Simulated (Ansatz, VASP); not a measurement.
## Two plane-wave programs on CaGa2O2

File INCAR:

```
SYSTEM = CaGa2O2
PREC = Accurate
ENCUT = 520
EDIFF = 1E-7
ISMEAR = 0
SIGMA = 0.1
LREAL = .FALSE.
LASPH = .TRUE.
NELM = 60
ALGO = Normal
ISIF = 2
LWAVE = .FALSE.
LCHARG = .FALSE.
GGA = PE
NBANDS = 32
```

Contents of KPOINTS:

```
Automatic mesh
0
G
  4 4 4
  0 0 0
```

The input POSCAR:

```
CaGa2O2
1.0
    3.3528071300     -3.3528071300      0.0000000000
    3.3528071300      3.3528071300      0.0000000000
    0.0000000000      0.0000000000      4.7415853100
Ca Ga O
1 2 2
Direct
    0.5000000000      0.5000000000      0.5000000000
    0.5000000000      0.0000000000      0.0000000000
    0.0000000000      0.5000000000      0.0000000000
    0.7500000000      0.7500000000      0.7500000000
    0.2500000000      0.2500000000      0.2500000000
```

Input for Ansatz:

```yaml
crystal:
  lattice:
    - [3.35280713, -3.35280713, 0.0]
    - [3.35280713, 3.35280713, 0.0]
    - [0.0, 0.0, 4.74158531]
  atoms:
    - { symbol: Ca, position: [0.5, 0.5, 0.5] }
    - { symbol: Ga, position: [0.5, 0.0, 0.0] }
    - { symbol: Ga, position: [0.0, 0.5, 0.0] }
    - { symbol: O, position: [0.75, 0.75, 0.75] }
    - { symbol: O, position: [0.25, 0.25, 0.25] }
basis:
  ecutwfc: 420
kpoints:
  mp_grid: { grid: [4, 4, 4] }
hamiltonian:
  xc: pbe
scf:
  occupations: { method: gaussian, width: 0.1 }
  lower_state_search: "off"
output:
  forces: true
  stress: true
  eigenvalues: true
```

Change from the starting cell: ordered mixture with vacancies on the cation sites of cuprite (C2/m, No. 12).

Alike in both runs: task single point; functional PBE; k mesh 4 × 4 × 4; occupations gaussian, width 0.1 eV; no spin polarisation.

```csv
,VASP,Ansatz
version,VASP 6.6.1,Ansatz 0.2.0
potentials or method,"VASP PAW PBE potentials, release 64 (Ca_sv, Ga_d, O), cutoff 520 eV","scalar-relativistic, plane waves, PAW"
valence electrons in the cell,48,48
```

|  | VASP | Ansatz | Ansatz less VASP |
| --- | --- | --- | --- |
| gap on the k mesh at the Fermi level (eV) | none | none | - |
| pressure (GPa) | 3.4 | 3.1 | -0.34 |
| traceless stress, the component that is largest in VASP (GPa) | 4.65 | 4.32 | -0.330 |
| rms of the force components (eV/Å) | 0.725 | 0.699 | -0.0261 |

Atom by atom the forces differ by 0.031 eV/Å (rms over components). A gap of «none» marks a metal or a gap that the smearing closes. With one functional, cell and mesh, what is left measures potentials, basis and numerics.
